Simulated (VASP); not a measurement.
# Nb (P6_3/mmc) in VASP: further runs, part 2 of 2

VASP 6.6.1. The steps go on from the part before.

## 3. Single point, r2SCAN (18.58 Å³/atom)

This run uses another cell than the first one, of 18.58 Å³/atom.

Contents of POSCAR:

```
Nb
1.0
    2.8591401103      0.0000000000      0.0000000000
   -1.4295700552      2.4760879685      0.0000000000
    0.0000000000      0.0000000000     10.4973342661
Nb
4
Direct
    1.0000000000      0.0000000000      0.0000000000
    1.0000000000      1.0000000000      0.5000000000
    0.3333333333      0.6666666667      0.2500000000
    0.6666666667      0.3333333333      0.7500000000
```

Contents of INCAR.step1:

```
SYSTEM = Nb
PREC = Accurate ; ENCUT = 520
ISMEAR = -1 ; SIGMA = 0.1
LREAL = .False. ; LASPH = .True.
NELM = 80 ; NBANDS = 34
GGA = PE ; ALGO = Normal
EDIFF = 1E-4 ; LWAVE = .True.
LCHARG = .False.
```

Contents of INCAR.step2:

```
SYSTEM = Nb
PREC = Accurate ; ENCUT = 520
EDIFF = 1E-6 ; ISMEAR = -1
SIGMA = 0.1 ; LREAL = .False.
LASPH = .True. ; NELM = 80
ALGO = Normal ; ISIF = 2
LWAVE = .False. ; LCHARG = .False.
METAGGA = R2SCAN ; LMIXTAU = .True.
NBANDS = 34 ; ISTART = 1
```

Contents of KPOINTS:

```
Automatic mesh
0
Gamma
  14 14 4
  0 0 0
```

Potentials or basis: VASP PAW PBE potentials, release 64 (Nb_sv).

Launch:

```bash
$ cat potpaw_PBE.64/Nb_sv/POTCAR > POTCAR
$ cp INCAR.step1 INCAR
$ mpirun -np 1 vasp_std > vasp.out
$ cp INCAR.step2 INCAR
$ mpirun -np 1 vasp_std > vasp.out
```

Run time: 9 min. Hardware: 1 thread of Intel Xeon Platinum 8259CL at 2.50GHz (Skylake/Cascade Lake), shared host; peak memory 0.3 GiB.

The run converged. Its results:

| Quantity | Value |
| --- | --- |
| Free energy | -98.2642 eV |
| Pressure | -0.2 GPa |
| Band gap on the k mesh | zero (bands 26 and 27 overlap by 1.41 eV) |

Stress tensor (GPa, compression positive):
```
-0.08  0.00  0.00
 0.00 -0.08  0.00
 0.00  0.00 -0.41
```

Levels at points of the mesh, in eV from the Fermi level:
| k point | band 24 | band 25 | band 26 | band 27 | band 28 | band 29 |
| --- | --- | --- | --- | --- | --- | --- |
| (0.00, 0.00, 0.00) | 0.27 | 0.35 | 0.35 | 0.47 | 0.47 | 0.64 |
| (0.50, 0.00, 0.00) | -1.26 | 0.01 | 0.36 | 0.96 | 2.37 | 2.48 |
| (0.00, 0.00, 0.50) | -0.57 | 0.42 | 0.42 | 0.42 | 0.42 | 0.69 |
| (0.50, 0.00, 0.50) | -1.43 | 0.94 | 0.94 | 1.37 | 1.37 | 1.53 |

Caveat: the PAW data sets were made with another functional, which shifts forces and pressure a little.

## 4. Single point, r2SCAN (19.32 Å³/atom)

Contents of POSCAR:

```
Nb
1.0
    2.8967646896      0.0000000000      0.0000000000
   -1.4483823448      2.5086718100      0.0000000000
    0.0000000000      0.0000000000     10.6354729267
Nb
4
Direct
    1.0000000000      0.0000000000      0.0000000000
    1.0000000000      1.0000000000      0.5000000000
    0.3333333333      0.6666666667      0.2500000000
    0.6666666667      0.3333333333      0.7500000000
```

Contents of INCAR.step1:

```
SYSTEM = Nb
PREC     = Accurate       ! precision mode
ENCUT    = 520            ! plane-wave cutoff, eV
ISMEAR   = -1             ! smearing method
SIGMA    = 0.1            ! smearing width, eV
LREAL    = .False.        ! projectors in reciprocal space
LASPH    = .True.         ! aspherical terms in the spheres
NELM     = 80             ! most SCF steps
NBANDS   = 34             ! bands
GGA      = PE             ! functional
ALGO     = Normal         ! electronic algorithm
EDIFF    = 1E-4           ! SCF threshold, eV
LWAVE    = .True.         ! write WAVECAR
LCHARG   = .False.        ! write CHGCAR
```

Contents of INCAR.step2:

```
SYSTEM = Nb
PREC     = Accurate       ! precision mode
ENCUT    = 520            ! plane-wave cutoff, eV
EDIFF    = 1E-7           ! SCF threshold, eV
ISMEAR   = -1             ! smearing method
SIGMA    = 0.1            ! smearing width, eV
LREAL    = .False.        ! projectors in reciprocal space
LASPH    = .True.         ! aspherical terms in the spheres
NELM     = 80             ! most SCF steps
ALGO     = Normal         ! electronic algorithm
ISIF     = 2              ! what is computed and relaxed
LWAVE    = .False.        ! write WAVECAR
LCHARG   = .False.        ! write CHGCAR
METAGGA  = R2SCAN         ! meta-GGA
LMIXTAU  = .True.       
NBANDS   = 34             ! bands
ISTART   = 1
```

KPOINTS is that of step 3.

Launch:

```bash
$ cat potpaw_PBE.64/Nb_sv/POTCAR > POTCAR
$ cp INCAR.step1 INCAR
$ mpirun -np 1 vasp_std > vasp.out
$ cp INCAR.step2 INCAR
$ mpirun -np 1 vasp_std > vasp.out
```

Wall time 11 min (1 thread of Intel Xeon Platinum 8259CL at 2.50GHz (Skylake/Cascade Lake), shared host); peak memory 0.3 GiB.

Results (log left out):

```yaml
Free_energy: -98.2045 eV
Pressure: -6.2 GPa
Band_gap_on_the_k_mesh: zero (bands 26 and 27 overlap by 1.32 eV)
```

Levels at points of the mesh, in eV from the Fermi level:
| k point | band 24 | band 25 | band 26 | band 27 | band 28 | band 29 |
| --- | --- | --- | --- | --- | --- | --- |
| (0.00, 0.00, 0.00) | 0.16 | 0.37 | 0.37 | 0.48 | 0.48 | 0.64 |
| (0.50, 0.00, 0.00) | -1.17 | -0.03 | 0.33 | 0.97 | 2.19 | 2.41 |
| (0.00, 0.00, 0.50) | -0.61 | 0.43 | 0.43 | 0.43 | 0.43 | 0.68 |
| (0.50, 0.00, 0.50) | -1.33 | 0.84 | 0.84 | 1.35 | 1.35 | 1.43 |

Caveat: the cell stands under tension; the PAW data sets were made with another functional, which shifts forces and pressure a little.

## 5. Single point, r2SCAN (20.07 Å³/atom)

This run uses another cell than the first one, of 20.07 Å³/atom.

Contents of POSCAR:

```
Nb
1.0
    2.9334364901      0.0000000000      0.0000000000
   -1.4667182450      2.5404305208      0.0000000000
    0.0000000000      0.0000000000     10.7701134595
Nb
4
Direct
    1.0000000000      0.0000000000      0.0000000000
    1.0000000000      1.0000000000      0.5000000000
    0.3333333333      0.6666666667      0.2500000000
    0.6666666667      0.3333333333      0.7500000000
```

Contents of INCAR.step1:

```
PREC = Accurate ; ENCUT = 520
ISMEAR = -1 ; SIGMA = 0.1
LREAL = False ; LASPH = True
NELM = 100 ; NBANDS = 34
GGA = PE ; ALGO = Normal
EDIFF = 1E-4 ; LWAVE = True
LCHARG = False
```

Contents of INCAR.step2:

```
PREC = Accurate ; ENCUT = 520
EDIFF = 1E-7 ; ISMEAR = -1
SIGMA = 0.1 ; LREAL = False
LASPH = True ; NELM = 100
ALGO = Normal ; ISIF = 2
LWAVE = False ; LCHARG = False
METAGGA = R2SCAN ; LMIXTAU = True
NBANDS = 34 ; ISTART = 1
```

Contents of KPOINTS:

```
regular mesh
0
Gamma
  14 14 4
```

Launch:

```bash
$ cat potpaw_PBE.64/Nb_sv/POTCAR > POTCAR
$ cp INCAR.step1 INCAR
$ mpirun -np 1 vasp_std > vasp.out
$ cp INCAR.step2 INCAR
$ mpirun -np 1 vasp_std > vasp.out
```

Run time: 13 min. Hardware: 1 thread of Intel Xeon Platinum 8259CL at 2.50GHz (Skylake/Cascade Lake), shared host; peak memory 0.3 GiB.

The run converged. Its results:

```
Free energy            : -98.0426 eV
Pressure               : -11.2 GPa
Band gap on the k mesh : zero (bands 26 and 27 overlap by 1.22 eV)
```

Stress tensor (GPa, compression positive):
```
-11.32   0.00   0.00
  0.00 -11.32   0.00
  0.00   0.00 -11.05
```

Levels at points of the mesh, in eV from the Fermi level:
```csv
k point,band 23,band 24,band 25,band 26,band 27,band 28,band 29,band 30
"(0.00, 0.00, 0.00)",-0.92,0.07,0.38,0.38,0.48,0.48,0.64,0.64
"(0.50, 0.00, 0.00)",-2.02,-1.09,-0.07,0.30,0.96,2.03,2.33,2.33
"(0.00, 0.00, 0.50)",-0.65,-0.65,0.44,0.44,0.44,0.44,0.67,0.67
"(0.50, 0.00, 0.50)",-1.25,-1.25,0.76,0.76,1.33,1.33,1.34,1.34
```

Caveat: the cell stands under tension; the PAW data sets were made with another functional, which shifts forces and pressure a little.

## 6. Single point, r2SCAN, collinear spin (17.07 Å³/atom)

This run uses another cell than the first one, of 17.07 Å³/atom.

Contents of POSCAR:

```
Nb
1.0
    2.7761302062      0.0000000000      0.0000000000
   -1.3880651031      2.4041992828      0.0000000000
    0.0000000000      0.0000000000     10.2292227367
Nb
4
Direct
    0.0000000000      0.0000000000      0.0000000000
    0.0000000000      0.0000000000      0.5000000000
    0.3333333333      0.6666666667      0.2500000000
    0.6666666667      0.3333333333      0.7500000000
```

Contents of INCAR.step1:

```
PREC = Accurate
ENCUT = 520
ISMEAR = -1
SIGMA = 0.05
LREAL = F
LASPH = T
NELM = 150
ISPIN = 2
MAGMOM = 1 1 1 1
LMAXMIX = 4
NBANDS = 38
GGA = PE
ALGO = Normal
EDIFF = 1E-4
LWAVE = T
LCHARG = F
```

Contents of INCAR.step2:

```
PREC = Accurate
ENCUT = 520
EDIFF = 1E-7
ISMEAR = -1
SIGMA = 0.05
LREAL = F
LASPH = T
NELM = 150
ALGO = Normal
ISIF = 2
LWAVE = F
LCHARG = F
ISPIN = 2
MAGMOM = 1 1 1 1
LORBIT = 11
LMAXMIX = 4
METAGGA = R2SCAN
LMIXTAU = T
NBANDS = 38
ISTART = 1
```

Contents of KPOINTS:

```
Automatic mesh
0
Gamma
  14 14 4
```

Potentials or basis: VASP PAW PBE potentials, release 64 (Nb_sv).

Launch:

```bash
$ cat potpaw_PBE.64/Nb_sv/POTCAR > POTCAR
$ cp INCAR.step1 INCAR
$ mpirun -np 1 vasp_std > vasp.out
$ cp INCAR.step2 INCAR
$ mpirun -np 1 vasp_std > vasp.out
```

It took 37 min on 1 thread of Oxide Virtual Turin-like, shared host; peak memory 0.39 GiB.

The run converged. Its results:

* Free energy: -97.9181 eV
* Pressure: 16.2 GPa
* Band gap on the k mesh: zero (filled and empty bands overlap)
* Net moment: 0.00 μB per cell
* Valence electrons inside the program's atomic spheres: Nb 10.81, 10.82 (each value once)

Stress tensor (GPa, compression positive):
```
16.86  0.00  0.00
 0.00 16.86  0.00
 0.00  0.00 14.84
```

Levels at points of the mesh, in eV from the Fermi level:
Spin up:
| k point | band 24 | band 25 | band 26 | band 27 | band 28 | band 29 |
| --- | --- | --- | --- | --- | --- | --- |
| (0.00, 0.00, 0.00) | 0.32 | 0.32 | 0.45 | 0.45 | 0.56 | 0.64 |
| (0.50, 0.00, 0.00) | -1.47 | 0.13 | 0.45 | 0.98 | 2.68 | 2.69 |
| (0.00, 0.00, 0.50) | -0.42 | 0.40 | 0.40 | 0.40 | 0.40 | 0.69 |
| (0.50, 0.00, 0.50) | -1.67 | 1.19 | 1.19 | 1.43 | 1.43 | 1.79 |
Spin down:
```csv
k point,band 23,band 24,band 25,band 26,band 27,band 28,band 29,band 30
"(0.00, 0.00, 0.00)",-1.25,0.32,0.32,0.45,0.45,0.56,0.64,0.64
"(0.50, 0.00, 0.00)",-2.58,-1.47,0.13,0.45,0.98,2.68,2.69,2.84
"(0.00, 0.00, 0.50)",-0.42,-0.42,0.40,0.40,0.40,0.40,0.69,0.69
"(0.50, 0.00, 0.50)",-1.67,-1.67,1.19,1.19,1.43,1.43,1.79,1.79
```

Caveat: the cell stands under pressure; the PAW data sets were made with another functional, which shifts forces and pressure a little.

## 7. Overview

| spin | cell | smearing | gap on the mesh (eV) | pressure (GPa) | moment (μB) |
| --- | --- | --- | --- | --- | --- |
| collinear | a = 2.892, b = 2.892, c = 10.656 Å, angles 90.0, 90.0, 120.0°, 4 atoms | fermi-dirac 0.05 eV | none | -6.2 | 0.00 |
| off | a = 2.859, b = 2.859, c = 10.497 Å, angles 90.0, 90.0, 120.0°, 4 atoms | fermi-dirac 0.1 eV | none | -0.2 | - |
| off | a = 2.897, b = 2.897, c = 10.635 Å, angles 90.0, 90.0, 120.0°, 4 atoms | fermi-dirac 0.1 eV | none | -6.2 | - |
| off | a = 2.933, b = 2.933, c = 10.770 Å, angles 90.0, 90.0, 120.0°, 4 atoms | fermi-dirac 0.1 eV | none | -11.2 | - |
| collinear | a = 2.776, b = 2.776, c = 10.229 Å, angles 90.0, 90.0, 120.0°, 4 atoms | fermi-dirac 0.05 eV | none | 16.2 | 0.00 |

Alike in all rows: task single point; level r2SCAN; potentials or basis VASP PAW PBE potentials, release 64 (Nb_sv); k mesh 14 × 14 × 4; cutoff (eV) 520.

Caveats: the PAW data sets were made with another functional, which shifts forces and pressure a little; the cell stands under tension (at least some runs); the cell stands under pressure (at least some runs).

Total energies depend on the potentials used, so only differences within one code and one set of settings carry meaning.
